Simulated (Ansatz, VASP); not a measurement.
## One calculation of Hf, two programs

```
CELL_PARAMETERS angstrom
0.00000 2.22000 2.22000
2.22000 0.00000 2.22000
2.22000 2.22000 0.00000
ATOMIC_POSITIONS crystal
Hf 0.00000 0.00000 0.00000
```

Alike in both runs: task single point; functional LDA; k mesh 20 × 20 × 20; occupations gaussian, width 0.15 eV; no spin polarisation.

|  | VASP | Ansatz |
| --- | --- | --- |
| version | VASP 6.6.1 | Ansatz 0.2.0 |
| potentials or method | VASP PAW LDA potentials, release 64 (Hf_pv), cutoff 520 eV | scalar-relativistic, plane waves, PAW |
| valence electrons in the cell | 10 | 26 |

```tsv
	VASP	Ansatz	Ansatz less VASP
gap on the k mesh at the Fermi level (eV)	none	none	-
pressure (GPa)	-5.7	-5.7	+0.01
```

LDA's correlation is that of Perdew and Zunger in VASP and of Perdew and Wang (1992) in Ansatz. A gap of «none» marks a metal or a gap that the smearing closes. VASP's potentials hold 10 valence electrons a cell and Ansatz's 26, so a difference there can come from the potentials and not from the codes.

Neither program's run includes spin-orbit coupling.
